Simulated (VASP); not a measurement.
Set up this calculation in VASP 6.6.1, as the native input.

```yaml
Task: single point
Functional: PBE
Potentials_or_basis: VASP PAW PBE potentials, release 64 (Si, Ni)
Cutoff: 520 eV
k_mesh: 11 × 8 × 1
Occupations: gaussian, width 0.1 eV
Spin: no spin polarisation
Dipole_correction: yes
Further_INCAR_settings: ALGO = Normal; EDIFF = 1e-07; NBANDS = 62
```

The structure of SiNi lies in POSCAR:

```
SiNi
1.0
    3.2583147222      0.0000000000      0.0000000000
    0.0000000000      4.7093899546      0.0000000000
    0.0000000000      0.0000000000     24.1658506980
Si Ni
7 7
Direct
    0.0000000000      0.8431827244      0.3103553065
    0.5000000000      0.1568172756      0.3735702043
    0.0000000000      0.8431827244      0.4367851022
    0.5000000000      0.1568172756      0.5000000000
    0.0000000000      0.8431827244      0.5632148978
    0.5000000000      0.1568172756      0.6264297957
    0.0000000000      0.8431827244      0.6896446935
    0.0000000000      0.3423059767      0.3103553065
    0.5000000000      0.6576940233      0.3735702043
    0.0000000000      0.3423059767      0.4367851022
    0.5000000000      0.6576940233      0.5000000000
    0.0000000000      0.3423059767      0.5632148978
    0.5000000000      0.6576940233      0.6264297957
    0.0000000000      0.3423059767      0.6896446935
```

The input as run:

INCAR

```
SYSTEM = SiNi
PREC     = Accurate       ! precision mode
ENCUT    = 520            ! plane-wave cutoff, eV
EDIFF    = 1E-7           ! SCF threshold, eV
ISMEAR   = 0              ! smearing method
SIGMA    = 0.1            ! smearing width, eV
LREAL    = .FALSE.        ! projectors in reciprocal space
LASPH    = .TRUE.         ! aspherical terms in the spheres
NELM     = 100            ! most SCF steps
ALGO     = Normal         ! electronic algorithm
ISIF     = 2              ! what is computed and relaxed
LWAVE    = .FALSE.        ! write WAVECAR
LCHARG   = .FALSE.        ! write CHGCAR
LDIPOL   = .TRUE.       
IDIPOL   = 3            
DIPOL    = 0.5 0.5 0.500
GGA      = PE             ! functional
NBANDS   = 62             ! bands
```

KPOINTS

```
Automatic mesh
0
G
  11 8 1
  0 0 0
```

Potentials or basis: VASP PAW PBE potentials, release 64 (Si, Ni).

The run is started by

```bash
$ cat potpaw_PBE.64/Si/POTCAR potpaw_PBE.64/Ni/POTCAR > POTCAR
$ mpirun -np 1 vasp_std > vasp.out
```

It gave:

```json
{
 "Largest force": "0.999 eV/Å",
 "Band gap on the k mesh": "zero (bands 49 and 50 overlap by 2.02 eV)"
}
```

It took 14 min on 1 thread of Intel(R) Xeon(R) 6975P-C (Granite Rapids), on a shared host, peak memory 0.71 GiB.
